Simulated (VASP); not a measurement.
**BN: single point with LDA**

Crystal: BN.

```xyz
4
Lattice="2.3060 0.0000 0.0000 -1.1530 2.1550 0.0000 0.0000 0.0000 6.7336" Properties=species:S:1:pos:R:3 pbc="T T T"
B     0.0000    1.3958    1.6834
B     1.1530    0.7591    5.0502
N     0.0000    1.5069    5.0502
N     1.1530    0.6480    1.6834
```

This cell differs from its parent crystal: normal strain along x -0.0733, normal strain along z +0.0367.

```
Program             : VASP 6.6.1
Task                : single point
Functional          : LDA
Potentials or basis : VASP PAW LDA potentials, release 64 (B, N)
Cutoff              : 520 eV
k mesh              : 12 × 12 × 4
Occupations         : gaussian, width 0.05 eV
Spin                : no spin polarisation
```

```json
{"Pressure": "33.2 GPa", "Largest force": "0.010 eV/Å", "Band gap on the k mesh": "3.84 eV, indirect (least direct gap 4.82 eV)"}
```

Forces on the atoms (eV/Å):
```
B    0.000  0.009  0.000
B    0.000 -0.009  0.000
N    0.000  0.010  0.000
N    0.000 -0.010  0.000
```

Stress tensor (GPa, compression positive):
```
79.51  0.00  0.00
 0.00 21.07  0.00
 0.00  0.00 -1.00
```

Levels at points of the mesh, in eV from the valence-band top:
```csv
k point,band 5,band 6,band 7,band 8,band 9,band 10,band 11,band 12
"(0.00, 0.00, 0.00)",-1.93,-1.90,-0.55,-0.53,4.59,9.99,11.42,11.88
"(0.50, 0.00, 0.00)",-4.92,-4.87,-1.42,-0.48,4.38,5.85,10.00,10.48
"(0.00, 0.50, 0.00)",-3.32,-3.28,-2.02,-1.15,3.84,5.09,10.88,12.09
"(0.00, 0.00, 0.50)",-1.92,-1.92,-0.54,-0.54,7.01,7.01,11.74,11.74
"(0.50, 0.00, 0.50)",-4.90,-4.90,-0.95,-0.95,4.93,4.93,10.40,10.40
"(0.00, 0.50, 0.50)",-3.30,-3.30,-1.56,-1.56,4.22,4.22,12.42,12.42
```

Wall time 32 s on 1 thread of AMD EPYC 9R45 96-Core Processor (Zen 5), on a shared host, peak memory 0.13 GiB.

Caveat: the cell differs from its parent crystal (normal strain along x -0.0733, normal strain along z +0.0367). A k mesh can miss the band edges.
